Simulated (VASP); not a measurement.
# SiNi (Pnma) in VASP: a series of runs, part 3 of 3

VASP 6.6.1. Earlier steps stand in the parts before.

### 5 Single point, PBEsol, collinear spin, ferromagnetic start

This run uses another cell than the first one, of 11.15 Å³/atom.

INCAR

```
ALGO = Normal
EDIFF = 1E-6
ENCUT = 520
GGA = PS
ISIF = 2
ISMEAR = -1
ISPIN = 2
LASPH = True
LCHARG = True
LELF = True
LMAXMIX = 4
LORBIT = 11
LREAL = False
LVHAR = True
LWAVE = False
MAGMOM = 1 1 1 1 0 0 0 0
NBANDS = 42
NELM = 150
PREC = Accurate
SIGMA = 0.05
```

KPOINTS

```
k-points
0
Gamma
  5 7 4
```

POSCAR

```
SiNi
1.0
    4.9661760000      0.0000000000      0.0000000000
    0.0000000000      3.2045760000      0.0000000000
    0.0000000000      0.0000000000      5.6049000000
Ni Si
4 4
Direct
    0.9922100000      0.7500000000      0.8124800000
    0.5077900000      0.2500000000      0.3124800000
    0.4922100000      0.7500000000      0.6875200000
    0.0077900000      0.2500000000      0.1875200000
    0.6787200000      0.2500000000      0.9175000000
    0.8212800000      0.7500000000      0.4175000000
    0.1787200000      0.2500000000      0.5825000000
    0.3212800000      0.7500000000      0.0825000000
```

Potentials or basis: VASP PAW PBE potentials, release 64 (Ni, Si).

Run with:

```sh
$ cat potpaw_PBE.64/Ni/POTCAR potpaw_PBE.64/Si/POTCAR > POTCAR
$ mpirun -np 1 vasp_std > vasp.out
```

OUTCAR:

```text
EDIFF = 1E-6
   ENCUT = 520
   GGA = PS
   ISIF = 2
   ISMEAR = -1
   ISPIN = 2
   LASPH = True
   LORBIT = 11
   LREAL = False
   NELM = 150
   PREC = Accurate

 ion  position               nearest neighbor table
   1  0.992  0.750  0.812-   8 2.23   7 2.26   7 2.26   5 2.31   5 2.31   6 2.37   3 2.58   3 2.58
                             4 2.64   4 2.64
   2  0.508  0.250  0.312-   7 2.23   8 2.26   8 2.26   6 2.31   6 2.31   5 2.37   4 2.58   4 2.58
                             3 2.64   3 2.64
   3  0.492  0.750  0.688-   6 2.23   5 2.26   5 2.26   7 2.31   7 2.31   8 2.37   1 2.58   1 2.58
                             2 2.64   2 2.64
   4  0.008  0.250  0.188-   5 2.23   6 2.26   6 2.26   8 2.31   8 2.31   7 2.37   2 2.58   2 2.58
                             1 2.64   1 2.64
   5  0.679  0.250  0.917-   4 2.23   3 2.26   3 2.26   1 2.31   1 2.31   2 2.37   8 2.56   8 2.56
                             7 3.11   7 3.11
   6  0.821  0.750  0.417-   3 2.23   4 2.26   4 2.26   2 2.31   2 2.31   1 2.37   7 2.56   7 2.56
                             8 3.11   8 3.11
   7  0.179  0.250  0.583-   2 2.23   1 2.26   1 2.26   3 2.31   3 2.31   4 2.37   6 2.56   6 2.56
                             5 3.11   5 3.11
   8  0.321  0.750  0.083-   1 2.23   2 2.26   2 2.26   4 2.31   4 2.31   3 2.37   5 2.56   5 2.56
                             6 3.11   6 3.11

  LATTYP: Found a simple orthorhombic cell.
 ALAT       =     3.2045760000
 B/A-ratio  =     1.5497139091
 C/A-ratio  =     1.7490301369

  Lattice vectors:

 A1 = (   0.0000000000,  -3.2045760000,   0.0000000000)
 A2 = (   4.9661760000,   0.0000000000,   0.0000000000)
 A3 = (   0.0000000000,   0.0000000000,   5.6049000000)

Analysis of symmetry for initial positions (statically):
=====================================================================
 Subroutine PRICEL returns:
 Original cell was already a primitive cell.

 Routine SETGRP: Setting up the symmetry group for a
 simple orthorhombic supercell.
[... 1237 lines left out ...]
     40      18.9446      0.00000

 [... further k-points ...]

 spin component 2

 k-point     1 :       0.0000    0.0000    0.0000
  band No.  band energies     occupation
      1      -2.1807      1.00000
      2       1.2078      1.00000
      3       2.5348      1.00000
      4       3.5163      1.00000
      5       4.5255      1.00000
      6       5.0559      1.00000
[... 1021 lines left out ...]
     39      18.3812      0.00000
     40      18.9445      0.00000

 [... further k-points ...]

 [bands above 40 left out]

------------------------ aborting loop because EDIFF is reached ----------------------------------------

  FORCE on cell =-STRESS in cart. coord.  units (eV):
  Direction    XX          YY          ZZ          XY          YZ          ZX
  --------------------------------------------------------------------------------------
  -------------------------------------------------------------------------------------
  Total        9.2350387      8.9590241      4.0353883      0.0000000      0.0000000      0.0000000
  in kB      165.8779855    160.9202633     72.4828674      0.0000000      0.0000000      0.0000000
  external PRESSURE =     133.0937054 kB  Pullay stress =       0.0000000 kB

 VOLUME and BASIS-vectors are now :
 -----------------------------------------------------------------------------
  energy-cutoff  :      520.00
  volume of cell :       89.20
      direct lattice vectors                 reciprocal lattice vectors
     4.966176000  0.000000000  0.000000000     0.201362175  0.000000000  0.000000000
     0.000000000  3.204576000  0.000000000     0.000000000  0.312053763  0.000000000
     0.000000000  0.000000000  5.604900000     0.000000000  0.000000000  0.178415315

 POSITION                                       TOTAL-FORCE (eV/Angst)
 -----------------------------------------------------------------------------------
      4.92749      2.40343      4.55387        -0.083171      0.000000      0.026325
      2.52177      0.80114      1.75142         0.083171      0.000000      0.026325
      2.44440      2.40343      3.85348        -0.083171     -0.000000     -0.026325
      0.03869      0.80114      1.05103         0.083171      0.000000     -0.026325
      3.37064      0.80114      5.14250        -0.027188      0.000000      0.123012
      4.07862      2.40343      2.34005         0.027188      0.000000      0.123012
      0.88755      0.80114      3.26485        -0.027188      0.000000     -0.123012
      1.59553      2.40343      0.46240         0.027188      0.000000     -0.123012
 -----------------------------------------------------------------------------------
    total drift:                                0.000000      0.000000     -0.000000

  FREE ENERGIE OF THE ION-ELECTRON SYSTEM (eV)
  ---------------------------------------------------
  free  energy   TOTEN  =       -52.0089724526 eV

  energy  without entropy=      -51.9995009866  energy(sigma->0) =      -52.00423672

 total charge

# of ion       s       p       d       tot
------------------------------------------
    1        0.540   0.739   8.507   9.786
    2        0.540   0.739   8.507   9.786
    3        0.540   0.739   8.507   9.786
    4        0.540   0.739   8.507   9.786
    5        0.763   0.906   0.000   1.669
    6        0.763   0.906   0.000   1.669
    7        0.763   0.906   0.000   1.669
    8        0.763   0.906   0.000   1.669
--------------------------------------------------
tot          5.215   6.577  34.029  45.821

 magnetization (x)

# of ion       s       p       d       tot
------------------------------------------
    1        0.000   0.000   0.000   0.000
    2        0.000   0.000   0.000   0.000
    3        0.000   0.000   0.000   0.000
    4        0.000   0.000   0.000   0.000
    5       -0.000  -0.000   0.000  -0.000
    6       -0.000  -0.000   0.000  -0.000
    7       -0.000  -0.000   0.000  -0.000
    8       -0.000  -0.000   0.000  -0.000
--------------------------------------------------
tot         -0.000  -0.000   0.000   0.000
```

OSZICAR:

```text
N       E                     dE             d eps       ncg     rms          rms(c)
DAV:   1     0.380715522761E+03    0.38072E+03   -0.23807E+04  6048   0.161E+03
DAV:   2    -0.237249410947E+02   -0.40444E+03   -0.38145E+03  6048   0.349E+02
DAV:   3    -0.584166059920E+02   -0.34692E+02   -0.33186E+02  6736   0.118E+02
DAV:   4    -0.595082138466E+02   -0.10916E+01   -0.10832E+01  7222   0.198E+01
DAV:   5    -0.595411561373E+02   -0.32942E-01   -0.32917E-01  7454   0.324E+00    0.325E+01
DAV:   6    -0.678642120233E+02   -0.83231E+01   -0.10817E+02  7058   0.160E+02    0.358E+01
DAV:   7    -0.519604363716E+02    0.15904E+02   -0.40778E+01  7270   0.102E+02    0.606E+00
DAV:   8    -0.521428916563E+02   -0.18246E+00   -0.44311E+00  8704   0.145E+01    0.400E+00
DAV:   9    -0.520129570668E+02    0.12993E+00   -0.41815E-01  7398   0.868E+00    0.897E-01
DAV:  10    -0.520105443970E+02    0.24127E-02   -0.19475E-02  7362   0.121E+00    0.543E-01
DAV:  11    -0.520093029200E+02    0.12415E-02   -0.15391E-03  8124   0.315E-01    0.308E-01
DAV:  12    -0.520089765056E+02    0.32641E-03   -0.49108E-04  8202   0.272E-01    0.117E-01
DAV:  13    -0.520089784030E+02   -0.18974E-05   -0.10930E-04  7748   0.126E-01    0.481E-02
DAV:  14    -0.520089757352E+02    0.26678E-05   -0.10573E-05  8288   0.310E-02    0.236E-02
DAV:  15    -0.520089733610E+02    0.23742E-05   -0.19947E-06  4532   0.116E-02    0.105E-02
DAV:  16    -0.520089724526E+02    0.90835E-06   -0.16020E-06  4128   0.886E-03
   1 F= -.52008972E+02 E0= -.52004237E+02  d E =-.947147E-02  mag=     0.0000
```

stdout:

```text
POSCAR found type information on POSCAR NiSi
 POSCAR found :  2 types and       8 ions
 scaLAPACK will be used
 -----------------------------------------------------------------------------
|                                                                             |
|                                                                             |
|     You enforced a specific xc type in the INCAR file but a different       |
|     I HOPE YOU KNOW WHAT YOU ARE DOING!                                     |
|                                                                             |
 -----------------------------------------------------------------------------

 LDA part: xc-table for (Slater+PW92), standard interpolation
 POSCAR, INCAR and KPOINTS ok, starting setup
 FFT: planning ... GRIDC
 FFT: planning ... GRID_SOFT
 FFT: planning ... GRID
 WAVECAR not read
 entering main loop
```

Wall time 2.6 min (1 thread of AMD EPYC 9R45 (Zen 5), shared host); peak memory 0.31 GiB.

What came out:

- Free energy: -52.0090 eV
- Pressure: 13.3 GPa
- Largest force: 0.126 eV/Å
- Band gap on the k mesh: zero (filled and empty bands overlap)
- Net moment: 0.00 μB per cell
- Valence electrons inside the program's atomic spheres: Ni 9.79; Si 1.67

Forces in eV/Å, atoms in the order of the input:
```
Ni  -0.083  0.000  0.026
Ni   0.083  0.000  0.026
Ni  -0.083  0.000 -0.026
Ni   0.083  0.000 -0.026
Si  -0.027  0.000  0.123
Si   0.027  0.000  0.123
Si  -0.027  0.000 -0.123
Si   0.027  0.000 -0.123
```

Stress tensor (GPa, compression positive):
```
16.59  0.00  0.00
 0.00 16.09  0.00
 0.00  0.00  7.25
```

Levels at points of the mesh, in eV from the Fermi level:
Spin up:
```tsv
k point	band 26	band 27	band 28	band 29	band 30	band 31
(0.00, 0.00, 0.00)	-1.30	-1.17	-0.87	0.55	1.36	3.64
(0.00, 0.00, 0.50)	-1.83	-0.51	-0.51	1.17	1.17	3.46
```
Spin down:
```
           k point  band 26  band 27  band 28  band 29  band 30  band 31
(0.00, 0.00, 0.00)    -1.30    -1.17    -0.87     0.55     1.36     3.64
(0.00, 0.00, 0.50)    -1.83    -0.51    -0.51     1.17     1.17     3.46
```

Caveat: the cell stands under pressure; the PAW data sets were made with another functional, which shifts forces and pressure a little.

### 6 Single point, PBEsol, collinear spin, ferromagnetic start

This run uses another cell than the first one, of 11.62 Å³/atom.

INCAR

```
  PREC = Accurate
  ENCUT = 520
  EDIFF = 1E-6
  ISMEAR = -1
  SIGMA = 0.05
  LREAL = F
  LASPH = T
  NELM = 150
  ALGO = Normal
  ISIF = 2
  LWAVE = F
  LCHARG = F
  ISPIN = 2
  MAGMOM = 1 1 1 1 0 0 0 0
  LORBIT = 11
  LMAXMIX = 4
  GGA = PS
  NBANDS = 42
```

KPOINTS

```
Automatic mesh
0
Gamma
  5 7 4
```

Edit POSCAR of step 5 so:

```diff
@@ -2,4 +2,4 @@
 1.0
-    4.9661760000      0.0000000000      0.0000000000
-    0.0000000000      3.2045760000      0.0000000000
+    5.0696380000      0.0000000000      0.0000000000
+    0.0000000000      3.2713380000      0.0000000000
     0.0000000000      0.0000000000      5.6049000000
```

Potentials or basis: VASP PAW PBE potentials, release 64 (Ni, Si).

Run with:

```sh
$ cat potpaw_PBE.64/Ni/POTCAR potpaw_PBE.64/Si/POTCAR > POTCAR
$ mpirun -np 1 vasp_std > vasp.out
```

Wall time 2.6 min (1 thread of AMD EPYC 9R45 (Zen 5), shared host); peak memory 0.31 GiB.

Results (log left out):

```
Free energy                                           : -52.2532 eV
Pressure                                              : 3.7 GPa
Largest force                                         : 0.060 eV/Å
Band gap on the k mesh                                : zero (filled and empty bands overlap)
Net moment                                            : 0.00 μB per cell
Valence electrons inside the program's atomic spheres : Ni 9.69; Si 1.64
```

Forces on the atoms (eV/Å):
```
Ni  -0.059  0.000 -0.012
Ni   0.059  0.000 -0.012
Ni  -0.059  0.000  0.012
Ni   0.059  0.000  0.012
Si   0.020  0.000  0.026
Si  -0.020  0.000  0.026
Si   0.020  0.000 -0.026
Si  -0.020  0.000 -0.026
```

Stress tensor (GPa, compression positive):
```
4.47 0.00 0.00
0.00 5.42 0.00
0.00 0.00 1.14
```

Levels at points of the mesh, in eV from the Fermi level:
Spin up:
```
           k point  band 25  band 26  band 27  band 28  band 29  band 30  band 31  band 32
(0.00, 0.00, 0.00)    -2.08    -1.25    -1.09    -0.94     0.54     1.28     3.50     4.18
(0.00, 0.00, 0.50)    -1.66    -1.66    -0.41    -0.41     1.10     1.10     3.38     3.38
```
Spin down:
| k point | band 26 | band 27 | band 28 | band 29 | band 30 | band 31 |
| --- | --- | --- | --- | --- | --- | --- |
| (0.00, 0.00, 0.00) | -1.25 | -1.09 | -0.94 | 0.54 | 1.28 | 3.50 |
| (0.00, 0.00, 0.50) | -1.66 | -0.41 | -0.41 | 1.10 | 1.10 | 3.38 |

Caveat: the cell stands under pressure; the PAW data sets were made with another functional, which shifts forces and pressure a little.

### 7 The runs side by side

| level | cell | k mesh | cutoff (eV) | gap on the mesh (eV) | pressure (GPa) | moment (μB) | largest force (eV/Å) |
| --- | --- | --- | --- | --- | --- | --- | --- |
| RPBE+D3(BJ) | a = 4.722, b = 3.682, c = 4.642 Å, 8 atoms, atomic positions A | 5 × 8 × 5 | 520 | none | -0.5 | 0.00 | 0.02 |
| PBE+D3(BJ) | a = 5.073, b = 3.369, c = 5.521 Å, 8 atoms, atomic positions B | 5 × 8 × 5 | 520 | none | 0.0 | 0.00 | 0.01 |
| RPBE | a = 5.163, b = 3.420, c = 5.650 Å, 8 atoms, atomic positions C | 5 × 8 × 5 | 600 | none | -0.1 | 0.00 | 0.01 |
| PBEsol | a = 4.966, b = 3.205, c = 5.605 Å, 8 atoms, atomic positions D | 5 × 7 × 4 | 520 | none | 13.3 | 0.00 | 0.13 |
| PBEsol | a = 5.070, b = 3.271, c = 5.605 Å, 8 atoms, atomic positions D | 5 × 7 × 4 | 520 | none | 3.7 | 0.00 | 0.06 |

Alike in all rows: task single point; potentials or basis VASP PAW PBE potentials, release 64 (Ni, Si); spin collinear, ferromagnetic start; smearing fermi-dirac 0.05 eV.

Caveats: the PAW data sets were made with another functional, which shifts forces and pressure a little (at least some runs); the cell stands under pressure (at least some runs).

Total energies depend on the potentials used, so only differences within one code and one set of settings carry meaning.
